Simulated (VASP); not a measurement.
# C (C2/m) in VASP: single point with PBEsol+D3(BJ)

Aim: the single point of C with PBEsol+D3(BJ).

Everything below comes from runs of VASP 6.6.1. Logs are shortened: lines on timing, memory, paths and dates and some standing lists are left out, and cuts for length are marked.

## (1) The cell of the first run

The structure is monoclinic, space group C2/m (No. 12). The conventional cell has a = 23.975 Å, b = 2.458 Å, c = 3.577 Å, α = 90.00°, β = 93.09°, γ = 90.00°. Within 1.9 Å of C (site symmetry m) lie 3 C at 1.42 Å. Within 1.9 Å of C (site symmetry m) lie 2 C at 1.42 Å. C (site symmetry m) has 3 C at 1.42 Å within 1.9 Å. Within 1.9 Å of C (site symmetry m) lie 3 C at 1.42 Å. C (site symmetry m) has 3 C at 1.42 Å within 1.9 Å.

## (2) Single point, PBEsol+D3(BJ)

The input, INCAR:

```
SYSTEM = C
  PREC = Accurate
  ENCUT = 520
  EDIFF = 1E-6
  ISMEAR = 0
  SIGMA = 0.05
  LREAL = .False.
  LASPH = .True.
  NELM = 100
  ALGO = Normal
  ISIF = 2
  LWAVE = .False.
  LCHARG = .False.
  GGA = PS
  IVDW = 12
  NBANDS = 31
  ISYM = 0
```

The input, KPOINTS:

```
Automatic mesh
0
Gamma
  8 11 3
  0 0 0
```

The input, POSCAR:

```
C
1.0
    0.0000000000      1.4191802056     -3.2829684911
   -2.4580922212      0.0000000000      0.0000000000
    1.2290461106     11.2440647768      4.1559233201
C
10
Direct
    0.5956904716     -0.0463234023      0.7073531954
    0.7690975688      0.6271933777      0.0543867554
    0.9757457945      0.2088141827      0.2176283654
    0.1823940202      0.7904349877      0.3808699754
    0.3890422459      0.3720557927      0.5441115854
    0.8375506570      0.1544274273      0.1088548546
    0.0441988827      0.7360482323      0.2720964645
    0.2508471084      0.3176690373      0.4353380745
    0.4574953341      0.8992898423      0.5985796845
    0.6641435598      0.4809106473      0.7618212945
```

Potentials or basis: VASP PAW PBE potentials, release 64 (C).

Command:

```sh
cat potpaw_PBE.64/C/POTCAR > POTCAR
mpirun -np 1 vasp_std > vasp.out
```

OUTCAR:

```text
SYSTEM = C
   PREC = Accurate
   ENCUT = 520
   EDIFF = 1E-6
   ISMEAR = 0
   LREAL = .False.
   LASPH = .True.
   NELM = 100
   ISIF = 2
   GGA = PS
   IVDW = 12
   ISYM = 0
 IVDW          = 12

 ion  position               nearest neighbor table
   1  0.596  0.954  0.707-  10 1.42  10 1.42   9 1.42
   2  0.769  0.627  0.054-   6 1.42   6 1.42
   3  0.976  0.209  0.218-   6 1.42   7 1.42   7 1.42
   4  0.182  0.790  0.381-   8 1.42   8 1.42   7 1.42
   5  0.389  0.372  0.544-   9 1.42   9 1.42   8 1.42
   6  0.838  0.154  0.109-   3 1.42   2 1.42   2 1.42
   7  0.044  0.736  0.272-   3 1.42   3 1.42   4 1.42
   8  0.251  0.318  0.435-   4 1.42   4 1.42   5 1.42
   9  0.457  0.899  0.599-   5 1.42   5 1.42   1 1.42
  10  0.664  0.481  0.762-   1 1.42   1 1.42

IMPORTANT INFORMATION: All symmetrisations will be switched off!
NOSYMM: (Re-)initialisation of all symmetry stuff for point group C_1.

----------------------------------------------------------------------------------------

                                     Primitive cell

  volume of cell :     105.2356

  direct lattice vectors                    reciprocal lattice vectors
     0.000000000  1.419180206 -3.282968491     0.000000000  0.097073989 -0.262638682
    -2.458092221  0.000000000  0.000000000    -0.406819562  0.038341762  0.016574594
     1.229046111 11.244064777  4.155923320     0.000000000  0.076683524  0.033149188

  length of vectors
     3.576584204  2.458092221 12.050362886     0.280004351  0.408958389  0.083541795

  position of ions in fractional coordinates (direct lattice)
     0.595690472  0.953676598  0.707353195
     0.769097569  0.627193378  0.054386755
     0.975745794  0.208814183  0.217628365
     0.182394020  0.790434988  0.380869975
     0.389042246  0.372055793  0.544111585
     0.837550657  0.154427427  0.108854855
     0.044198883  0.736048232  0.272096465
     0.250847108  0.317669037  0.435338075
     0.457495334  0.899289842  0.598579685
     0.664143560  0.480910647  0.761821295

  ion indices of the primitive-cell ions
   primitive index   ion index
                 1           1
                 2           2
                 3           3
                 4           4
                 5           5
                 6           6
                 7           7
                 8           8
                 9           9
                10          10

----------------------------------------------------------------------------------------

 KPOINTS: Automatic mesh

Automatic generation of k-mesh.
 Grid dimensions read from file:
 generate k-points for:    8   11    3

 Generating k-lattice:

  Cartesian coordinates                     Fractional coordinates (reciprocal lattice)
     0.000000000  0.012134249 -0.032829835     0.125000000  0.000000000 -0.000000000
    -0.036983597  0.003485615  0.001506781     0.000000000  0.090909091 -0.000000000
     0.000000000  0.025561175  0.011049729     0.000000000  0.000000000  0.333333333

  Length of vectors
     0.035000544  0.037178035  0.027847265

  Shift w.r.t. Gamma in fractional coordinates (k-lattice)
     0.000000000  0.000000000  0.000000000

 -----------------------------------------------------------------------------
|                                                                             |
|           W    W    AA    RRRRR   N    N  II  N    N   GGGG   !!!           |
|           W    W   A  A   R    R  NN   N  II  NN   N  G    G  !!!           |
|           W    W  A    A  R    R  N N  N  II  N N  N  G       !!!           |
|           W WW W  AAAAAA  RRRRR   N  N N  II  N  N N  G  GGG   !            |
|           WW  WW  A    A  R   R   N   NN  II  N   NN  G    G                |
|           W    W  A    A  R    R  N    N  II  N    N   GGGG   !!!           |
|                                                                             |
|     Your reciprocal lattice and k-lattice belong to different lattice       |
|     classes:                                                                |
|                                                                             |
|        The reciprocal lattice is base-centered monoclinic,                  |
|        whereas your k-lattice is triclinic.                                 |
|                                                                             |
|     Results are often still useful ...                                      |
|                                                                             |
 -----------------------------------------------------------------------------

 WARNING: IBZKPT: internal override: KBLOWUP is changed to .FALSE.
      ... skipping the blow-up phase ...

 Subroutine IBZKPT returns following result:
 ===========================================

 Found    133 irreducible k-points:

 Following reciprocal coordinates:
            Coordinates               Weight
  0.000000  0.000000  0.000000      1.000000
  0.125000  0.000000  0.000000      2.000000
  0.250000  0.000000  0.000000      2.000000
  0.375000  0.000000  0.000000      2.000000
  0.500000  0.000000  0.000000      1.000000
  0.000000  0.090909  0.000000      2.000000
[... 16 lines left out ...]
  0.125000  0.272727  0.000000      2.000000
  0.250000  0.272727 -0.000000      2.000000
 [... further k-points ...]
   k-points           NKPTS =    133   k-points in BZ     NKDIM =    133   number of bands    NBANDS=     31
   number of dos      NEDOS =    301   number of ions     NIONS =     10
   total plane-waves  NPLWV =  45360
   dimension x,y,z NGX =    28 NGY =   18 NGZ =   90
   dimension x,y,z NGXF=    56 NGYF=   36 NGZF=  180
   ions per type =              10
   NGX,Y,Z   is equivalent  to a cutoff of  13.01, 12.17, 12.42 a.u.
   NGXF,Y,Z  is equivalent  to a cutoff of  26.03, 24.35, 24.83 a.u.
 SYSTEM =  C
   PREC   = accura    normal or accurate (medium, high low for compatibility)
   ISTART =      0    job   : 0-new  1-cont  2-samecut
   ICHARG =      2    charge: 1-file 2-atom 10-const
   ISPIN  =      1    spin polarized calculation?
   LNONCOLLINEAR =      F non collinear calculations
   LSORBIT =      F    spin-orbit coupling
   LASPH  =      T    aspherical Exc in radial PAW
   ENCUT  =  520.0 eV  38.22 Ry    6.18 a.u.   6.65  4.57 22.41*2*pi/ulx,y,z
   NELM   =    100;   NELMIN=  2; NELMDL= -5     # of ELM steps
   EDIFF  = 0.1E-05   stopping-criterion for ELM
   LREAL  =      F    real-space projection
   EDIFFG = 0.1E-04   stopping-criterion for IOM
   NSW    =      0    number of steps for IOM
   IBRION =     -1    ionic relax: 0-MD 1-quasi-New 2-CG
   NFREE  =      0    steps in history (QN), initial steepest desc. (CG)
   ISIF   =      2    stress and relaxation
   ISYM   =      0    0-nonsym 1-usesym 2-fastsym
   POTIM  = 0.5000    time-step for ionic-motion
   TEBEG  =    0.0;   TEEND  =   0.0 temperature during run
   PSTRESS=    0.0 pullay stress
   NELECT =      40.0000    total number of electrons
   NUPDOWN=      -1.0000    fix difference up-down
   EMIN   =  10.00;   EMAX   =-10.00  energy-range for DOS
   EFERMI =   0.00;   METHOD = LEGACY
   ISMEAR =     0;   SIGMA  =   0.05  broadening in eV -4-tet -1-fermi 0-gaus
   EFERMI_NEDOS =   21; number of points for ismear=-14 and -15
   IALGO  =     38    algorithm
   IMIX   =      4    mixing-type and parameters
     AMIX     =   0.40;   BMIX     =  1.00
     AMIX_MAG =   1.60;   BMIX_MAG =  1.00
  volume/ion in A,a.u.               =      10.52        71.02
  Fermi-wavevector in a.u.,A,eV,Ry     =   1.185879  2.240987 19.134011  1.406310
  Thomas-Fermi vector in A             =   2.322064
   LORBIT       =      0    0 simple, 1 ext, 2 COOP (PROOUT), +10 PAW based schemes
   GGA     = PS    functional components
   LHFCALC =     F    Hartree Fock is set to
   AEXX    =    0.0000 exact exchange contribution
   IVDW    =    12    specifies the selected vdW correction
   LEPSILON=     F    determine dielectric tensor
   LRPA    =     F    only Hartree local field effects (RPA)
 non-spin polarized calculation
 Gauss-broadening in eV      SIGMA  =   0.05
  energy-cutoff  :      520.00
  volume of cell :      105.24
 maximum number of plane-waves:      2861
   NGX = 13   NGY =  9   NGZ = 45

 number of electron      39.9999994 magnetization

 Free energy of the ion-electron system (eV)
  ---------------------------------------------------
  ext. energy  EPLUGINS =         0.00000000
  ---------------------------------------------------
  free energy    TOTEN  =       -89.81408642 eV

  energy without entropy =      -89.81142533  energy(sigma->0) =      -89.81275587

 E-fermi :   2.4305     XC(G=0):  -9.6014

 val. band max:        2.4258692269   @ k =   0.0000   0.3636   0.0000
 cond. band min:       2.4674028982   @ k =  -0.1250   0.3636   0.0000
 fundamental gap:      0.0415336713
 Fermi energy:         2.4304739956

 k-point     1 :       0.0000    0.0000    0.0000
  band No.  band energies     occupation
      1     -16.9096      2.00000
      2     -16.1460      2.00000
      3     -14.9918      2.00000
      4     -13.4686      2.00000
      5     -11.9175      2.00000
      6      -9.1188      2.00000
[... 23 lines left out ...]
     30      10.8706      0.00000
     31      11.5600      0.00000

 k-point     2 :       0.1250    0.0000    0.0000
  band No.  band energies     occupation
      1     -16.8654      2.00000
      2     -16.1105      2.00000
      3     -14.9680      2.00000
      4     -13.4603      2.00000
      5     -11.9228      2.00000
      6      -9.1359      2.00000
[... 23 lines left out ...]
     30      10.9061      0.00000
     31      11.4041      0.00000

 k-point     3 :       0.2500    0.0000    0.0000
  band No.  band energies     occupation
      1     -16.7526      2.00000
      2     -16.0223      2.00000
      3     -14.9116      2.00000
      4     -13.4442      2.00000
      5     -11.9381      2.00000
      6      -9.1792      2.00000
[... 23 lines left out ...]
     30      11.2129      0.00000
     31      11.7331      0.00000

 k-point     4 :       0.3750    0.0000    0.0000
  band No.  band energies     occupation
      1     -16.6297      2.00000
      2     -15.9310      2.00000
      3     -14.8574      2.00000
      4     -13.4344      2.00000
      5     -11.9571      2.00000
      6      -9.2255      2.00000
[... 23 lines left out ...]
     30      11.7131      0.00000
     31      11.9526      0.00000

 k-point     5 :       0.5000    0.0000    0.0000
  band No.  band energies     occupation
      1     -16.5751      2.00000
      2     -15.8924      2.00000
      3     -14.8360      2.00000
      4     -13.4324      2.00000
      5     -11.9659      2.00000
      6      -9.2453      2.00000
[... 23 lines left out ...]
     30      12.0032      0.00000
     31      12.1400      0.00000
[... 542 lines left out ...]
     30      11.7042      0.00000
     31      11.9941      0.00000

 k-point    22 :       0.0000    0.2727    0.0000
  band No.  band energies     occupation
      1     -15.5821      2.00000
      2     -14.8333      2.00000
      3     -13.7053      2.00000
      4     -12.2389      2.00000
      5     -10.7623      2.00000
      6      -8.6540      2.00000
[... 23 lines left out ...]
     30      11.5848      0.00000
     31      11.8305      0.00000

 k-point    23 :       0.1250    0.2727    0.0000
  band No.  band energies     occupation
      1     -15.5409      2.00000
      2     -14.8007      2.00000
      3     -13.6827      2.00000
      4     -12.2330      2.00000
      5     -10.7649      2.00000
      6      -8.6521      2.00000
[... 23 lines left out ...]
     30      11.5818      0.00000
     31      11.9511      0.00000

 k-point    24 :       0.2500    0.2727   -0.0000
  band No.  band energies     occupation
      1     -15.4366      2.00000
      2     -14.7195      2.00000
      3     -13.6307      2.00000
      4     -12.2181      2.00000
      5     -10.7792      2.00000
      6      -8.6447      2.00000
[... 23 lines left out ...]
     30      11.7266      0.00000
     31      12.4651      0.00000

 [... further k-points ...]

------------------------ aborting loop because EDIFF is reached ----------------------------------------

 Edisp (eV)   -0.98727

 E8    (eV) :    -0.4817

  FORCE on cell =-STRESS in cart. coord.  units (eV):
  Direction    XX          YY          ZZ          XY          YZ          ZX
  --------------------------------------------------------------------------------------
  -------------------------------------------------------------------------------------
  Total      -0.67429    -1.77682    -0.48157     0.00018    -0.65883    -0.00000
  in kB     -10.26588   -27.05154    -7.33175     0.00268   -10.03053    -0.00001
  external pressure =      -14.88 kB  Pullay stress =        0.00 kB

 VOLUME and BASIS-vectors are now :
 -----------------------------------------------------------------------------
  energy-cutoff  :      520.00
  volume of cell :      105.24
      direct lattice vectors                 reciprocal lattice vectors
     0.000000000  1.419180206 -3.282968491     0.000000000  0.097073989 -0.262638682
    -2.458092221  0.000000000  0.000000000    -0.406819562  0.038341762  0.016574594
     1.229046111 11.244064777  4.155923320     0.000000000  0.076683524  0.033149188

 POSITION                                       TOTAL-FORCE (eV/Angst)
 -----------------------------------------------------------------------------------
     -1.47486      8.79892      0.98407         0.000125      2.568029      0.182938
     -1.47486      1.70302     -2.29890        -0.000147      0.984590     -0.127174
     -0.24581      3.83179     -2.29890        -0.000170      0.794022      0.078496
     -1.47486      4.54138      0.98407        -0.000052      0.153583      0.003742
     -0.24581      6.67015      0.98407         0.000007      0.164070      0.007794
     -0.24581      2.41261     -2.29726        -0.000101     -2.567625     -0.182957
     -1.47486      3.12220      0.98571        -0.000006     -0.164080     -0.007774
     -0.24581      5.25097      0.98571         0.000059     -0.153532     -0.003776
     -1.47486      7.37974      0.98571         0.000153     -0.794082     -0.078469
     -0.24581      9.50851      0.98571         0.000133     -0.984974      0.127181
 -----------------------------------------------------------------------------------
    total drift:                                0.000599     -0.000203      0.000107

  FREE ENERGIE OF THE ION-ELECTRON SYSTEM (eV)
  ---------------------------------------------------
  free  energy   TOTEN  =       -90.8013607568 eV

  energy  without entropy=      -90.7986996640  energy(sigma->0) =      -90.80003021
```

Run time: 3.8 min. Hardware: 1 thread of Intel Xeon 6975P-C (Granite Rapids), shared host; peak memory 0.39 GiB.

What came out:

* Free energy: -90.8014 eV
* Pressure: -1.5 GPa
* Largest force: 2.575 eV/Å
* Dispersion energy per atom: -0.099 eV

Forces in eV/Å, atoms in the order of the input:
```
C    0.000  2.568  0.183
C    0.000  0.985 -0.127
C    0.000  0.794  0.078
C    0.000  0.154  0.004
C    0.000  0.164  0.008
C    0.000 -2.568 -0.183
C    0.000 -0.164 -0.008
C    0.000 -0.154 -0.004
C    0.000 -0.794 -0.078
C    0.000 -0.985  0.127
```

Caveat: the PAW data sets were made with another functional, which shifts forces and pressure a little.
